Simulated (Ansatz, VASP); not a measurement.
**Two plane-wave programs on Pd**

```
Pd
1.0
     4.47092    0.00000    0.00000
    -2.23546    3.87193    0.00000
     0.00000    0.00000    2.64482
Pd
3
Direct
  0.00000 0.00000 0.00000
  0.33333 0.66667 0.50000
  0.66667 0.33333 0.50000
```

Alike in both runs: functional r2SCAN; k mesh 12 × 12 × 18; occupations gaussian, width 0.1 eV; no spin polarisation.

Ansatz relaxed the structure, and its values are those at the end. VASP's run is a single point on that final structure, the one shown.

```csv
,VASP,Ansatz
version,VASP 6.6.1,Ansatz 0.2.0
potentials or method,"VASP PAW PBE potentials, release 64 (Pd), cutoff 550 eV","scalar-relativistic, plane waves, PAW"
valence electrons in the cell,30,54
```

|  | VASP | Ansatz | Ansatz less VASP |
| --- | --- | --- | --- |
| gap on the k mesh at the Fermi level (eV) | none | none | - |
| pressure (GPa) | 0.5 | 0.0 | -0.51 |

VASP's potentials were made for PBE, not for r2SCAN. A gap of «none» marks a metal or a gap that the smearing closes. VASP's potentials hold 30 valence electrons a cell and Ansatz's 54, so a difference there can come from the potentials and not from the codes.
